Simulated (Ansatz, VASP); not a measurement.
**AlN: VASP beside Ansatz**

```
CELL_PARAMETERS angstrom
3.11100 0.00000 0.00000
-1.55550 2.69421 0.00000
0.00000 0.00000 5.01089
ATOMIC_POSITIONS crystal
Al 0.33333 0.66667 0.00063
Al 0.66667 0.33333 0.50063
N 0.33333 0.66667 0.38137
N 0.66667 0.33333 0.88137
```

Alike in both runs: functional PBE; k mesh 8 × 8 × 5; occupations gaussian, width 0.05 eV; no spin polarisation.

Ansatz relaxed the structure, and its values are those at the end. VASP's run is a single point on that final structure, the one shown.

```csv
,VASP,Ansatz
version,VASP 6.6.1,Ansatz 0.2.0
potentials or method,"VASP PAW PBE potentials, release 64 (Al, N)","scalar-relativistic, plane waves, PAW"
plane-wave cutoff (eV),520,420
valence electrons in the cell,16,16
```

Ansatz gave:

- pressure (GPa): 2.8

**Question.** Estimate VASP's values.

**Answer.** Pressure (GPa): 2.5.

Ansatz's warnings: stress scf threshold loose.
